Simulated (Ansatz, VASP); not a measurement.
**One calculation of Mg2O, two programs**

```
CELL_PARAMETERS angstrom
5.24044 0.00000 0.00000
0.00000 5.24044 0.00000
0.00000 0.00000 3.13135
ATOMIC_POSITIONS crystal
Mg 0.20729 0.20729 0.00000
Mg 0.79271 0.79271 0.00000
Mg 0.70729 0.29271 0.50000
Mg 0.29271 0.70729 0.50000
O 0.50000 0.50000 0.00000
O 0.00000 0.00000 0.50000
```

Alike in both runs: functional PBE; k mesh 8 × 8 × 12; occupations gaussian, width 0.1 eV; no spin polarisation.

Ansatz relaxed the structure, and its values are those at the end. VASP's run is a single point on that final structure, the one shown.

|  | VASP | Ansatz |
| --- | --- | --- |
| version | VASP 6.6.1 | Ansatz 0.2.0 |
| potentials or method | VASP PAW PBE potentials, release 64 (Mg, O), cutoff 520 eV | scalar-relativistic, plane waves, PAW |
| valence electrons in the cell | 20 | 52 |

```csv
,VASP,Ansatz,Ansatz less VASP
gap on the k mesh at the Fermi level (eV),none,none,-
pressure (GPa),-0.4,0.0,+0.41
rms of the force components (eV/Å),0.007,0.005,-0.0018
```

A gap of «none» marks a metal or a gap that the smearing closes. With one functional, cell and mesh, what is left measures potentials, basis and numerics. VASP's potentials hold 20 valence electrons a cell and Ansatz's 52, so a difference there can come from the potentials and not from the codes.
